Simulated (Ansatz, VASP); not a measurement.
# Au: VASP beside Ansatz

The input INCAR:

```
PREC = Accurate ; ENCUT = 520
EDIFF = 1E-7 ; ISMEAR = 0
SIGMA = 0.15 ; LREAL = False
LASPH = True ; NELM = 60
ALGO = Fast ; ISIF = 2
LWAVE = False ; LCHARG = True
GGA = PS ; LELF = True
LVHAR = True ; NBANDS = 18
```

The input KPOINTS:

```
regular mesh
0
Gamma
  18 18 10
```

The input POSCAR:

```
Au
1.0
    2.8274984502      0.0000000000      0.0000000000
   -1.4137492251      2.4486854870      0.0000000000
    0.0000000000      0.0000000000      5.1240000000
Au
2
Direct
    0.3333333333      0.6666666667      0.7500000000
    0.6666666667      0.3333333333      0.2500000000
```

Input for Ansatz:

```yaml
crystal:
  lattice:
    - [2.8274984502, 0.0, 0.0]
    - [-1.4137492251, 2.448685487, 0.0]
    - [0.0, 0.0, 5.124]
  atoms:
    - { symbol: Au, position: [0.3333333333, 0.6666666667, 0.75] }
    - { symbol: Au, position: [0.6666666667, 0.3333333333, 0.25] }
basis:
  ecutwfc: 420
kpoints:
  mp_grid: { grid: [18, 18, 10] }
hamiltonian:
  xc: pbesol
scf:
  occupations: { method: gaussian, width: 0.15 }
output:
  forces: true
  stress: true
  eigenvalues: true
```

Change from the starting cell: strain -0.025 along x and y, +0.050 along z, atoms carried along.

Alike in both runs: task single point; functional PBEsol; k mesh 18 × 18 × 10; occupations gaussian, width 0.15 eV; no spin polarisation.

|  | VASP | Ansatz |
| --- | --- | --- |
| version | VASP 6.6.1 | Ansatz 0.2.0 |
| potentials or method | VASP PAW PBE potentials, release 64 (Au), cutoff 520 eV | scalar-relativistic, plane waves, PAW |
| valence electrons in the cell | 22 | 38 |

```csv
,VASP,Ansatz,Ansatz less VASP
gap on the k mesh at the Fermi level (eV),none,none,-
pressure (GPa),-4.9,-4.7,+0.23
"traceless stress, the component that is largest in VASP (GPa)",-3.12,-3.15,-0.021
```

VASP's potentials were made for PBE, not for PBEsol. A gap of «none» marks a metal or a gap that the smearing closes. VASP's potentials hold 22 valence electrons a cell and Ansatz's 38, so a difference there can come from the potentials and not from the codes.

Spin-orbit coupling is off throughout.
